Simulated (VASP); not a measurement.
Write the native input for VASP 6.6.1 that does the following.

```
Task                   : single point
Functional             : PBE
Potentials or basis    : VASP PAW PBE potentials, release 64 (Ti_sv, Co)
Cutoff                 : 520 eV
k mesh                 : 12 × 8 × 8
Occupations            : gaussian, width 0.15 eV
Spin                   : collinear spin, ferromagnetic start
Starting moments       : [0.0, 0.0, 1.09, 1.09] μB
Dipole correction      : no
Further INCAR settings : ALGO = Normal; EDIFF = 1e-07; NBANDS = 33
```

The structure of TiCo lies in POSCAR:

```
TiCo
1.0
   -2.9855872874      0.0000000000      0.0000000000
    0.0000000000      2.9855872874      2.9855872874
    0.0000000000      2.9855872874     -2.9855872874
Ti Co
2 2
Direct
    0.0000000000      0.0000000000      0.0000000000
    0.0000000000      0.5000000000      0.5000000000
    0.5000000000      0.5000000000      0.0000000000
    0.5000000000      0.0000000000      0.5000000000
```

One way to write it, as run:

INCAR

```
SYSTEM = TiCo
PREC = Accurate
ENCUT = 520
EDIFF = 1E-7
ISMEAR = 0
SIGMA = 0.15
LREAL = .False.
LASPH = .True.
NELM = 150
ALGO = Normal
ISIF = 2
LWAVE = .False.
LCHARG = .False.
ISPIN = 2
MAGMOM = 0 0 1.09 1.09
LORBIT = 11
LMAXMIX = 4
GGA = PE
NBANDS = 33
```

KPOINTS

```
Automatic mesh
0
Gamma
  12 8 8
  0 0 0
```

Potentials or basis: VASP PAW PBE potentials, release 64 (Ti_sv, Co).

Run with:

```bash
$ cat potpaw_PBE.64/Ti_sv/POTCAR potpaw_PBE.64/Co/POTCAR > POTCAR
$ mpirun -np 1 vasp_std > vasp.out
```

It gave:

| Item | Value |
| --- | --- |
| Pressure | -0.6 GPa |
| Net moment | 1.70 μB per cell |
| Site moments | Ti -0.03; Co +0.93 μB |
| Valence electrons inside the program's atomic spheres | Ti 10.29; Co 8.29 |

It took 9.1 min on 1 thread of Intel(R) Xeon(R) Platinum 8259CL CPU @ 2.50GHz (Skylake/Cascade Lake) (shared host), peak memory 0.37 GiB.
